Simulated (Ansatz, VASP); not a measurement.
## BN: VASP beside Ansatz

File POSCAR:

```
BN
1.0
    0.0000000000      1.8048254650      1.8409219743
    1.8048254650      0.0000000000      1.8409219743
    1.8048254650      1.8048254650      0.0000000000
B N
1 1
Direct
    0.0000000000      0.0000000000      0.0000000000
    0.2500000000      0.2500000000      0.2500000000
```

INCAR.step1

```
SYSTEM = BN
ALGO = Normal
EDIFF = 1E-5
ENCUT = 520
GGA = PE
ISIF = 2
ISMEAR = 0
LASPH = .TRUE.
LREAL = .FALSE.
LWAVE = .TRUE.
NBANDS = 11
NELM = 100
PREC = Accurate
SIGMA = 0.01
```

Contents of INCAR.step2:

```
SYSTEM = BN
ALGO = Normal
EDIFF = 1E-7
ENCUT = 520
GGA = PE
HFSCREEN = 0.2079
ISIF = 2
ISMEAR = 0
ISTART = 1
LASPH = .TRUE.
LCHARG = .TRUE.
LELF = .TRUE.
LHFCALC = .TRUE.
LREAL = .FALSE.
LVHAR = .TRUE.
LWAVE = .FALSE.
NBANDS = 11
NELM = 100
PREC = Accurate
PRECFOCK = Normal
SIGMA = 0.01
```

KPOINTS

```
k-points
0
G
  8 8 8
  0 0 0
```

Input for Ansatz:

```yaml
crystal:
  lattice:
    - [0.0, 1.804825465, 1.8409219743]
    - [1.804825465, 0.0, 1.8409219743]
    - [1.804825465, 1.804825465, 0.0]
  atoms:
    - { symbol: B, position: [0.0, 0.0, 0.0] }
    - { symbol: "N", position: [0.25, 0.25, 0.25] }
kpoints:
  mp_grid: { grid: [8, 8, 8] }
  band_path:
    path:
      - [0.0, 0.0, 0.0]
      - [-0.5, -0.5, 0.0]
      - [-0.375, -0.375, 0.25]
      - [-0.375, 0.0, 0.375]
      - [0.0, 0.0, 0.5]
      - [-0.5, -0.25, 0.25]
      - [0.0, 0.5, 0.5]
    npoints: 1
hamiltonian:
  xc: hse06
scf:
  occupations: { method: fixed }
  n_extra_bands: 4
output:
  forces: true
  stress: true
  eigenvalues: true
```

Change from the starting cell: uniaxial_z strain +2.0%.

Alike in both runs: task single point; functional HSE06; k mesh 8 × 8 × 8; no spin polarisation.

|  | VASP | Ansatz |
| --- | --- | --- |
| version | VASP 6.6.1 | Ansatz 0.2.0 |
| potentials or method | VASP PAW PBE potentials, release 64 (B, N) | plane waves, PAW |
| plane-wave cutoff (eV) | 520 | 420 |
| occupations | gaussian, width 0.01 eV | fixed |
| valence electrons in the cell | 8 | 8 |

Ansatz gave:

- gap on the k mesh at the Fermi level (eV): 5.59
- pressure (GPa): -11.8
- traceless stress, the component that is largest in VASP (GPa): -8.64

Which values does VASP return?

gap on the k mesh at the Fermi level (eV): 5.57; pressure (GPa): -11.4; traceless stress, the component that is largest in VASP (GPa): -8.63.

Ansatz's warnings: stress exchange threshold loose, stress scf threshold loose.
